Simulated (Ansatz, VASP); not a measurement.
## AlP5 in VASP and in Ansatz

```
Al P
1.0
     7.00860    0.00000    0.00000
     0.00000    7.00860    0.00000
     0.00000    0.00000    2.34154
Al P
1 5
Cartesian
  3.5043 3.5043 0.0000
  5.3339 5.3339 0.0000
  1.6747 1.6747 0.0000
  1.6747 5.3339 0.0000
  5.3339 1.6747 0.0000
  0.0000 0.0000 0.0000
```

Alike in both runs: task relaxation of cell and atoms; functional PBE; k mesh 6 × 6 × 16; occupations gaussian, width 0.1 eV; no spin polarisation.

|  | VASP | Ansatz |
| --- | --- | --- |
| version | VASP 6.6.1 | Ansatz 0.2.0 |
| potentials or method | VASP PAW PBE potentials, release 64 (Al, P), cutoff 600 eV | scalar-relativistic, plane waves, PAW |
| valence electrons in the cell | 28 | 28 |

```tsv
	VASP	Ansatz	Ansatz less VASP
gap on the k mesh at the Fermi level, each at its own relaxed structure (eV)	none	none	-
relaxed volume (Å³/atom)	19.23	19.27	+0.044
relaxed length of the cell vector where the two differ most in proportion (Å)	6.994	7.001	+0.0070
```

A gap of «none» marks a metal or a gap that the smearing closes.
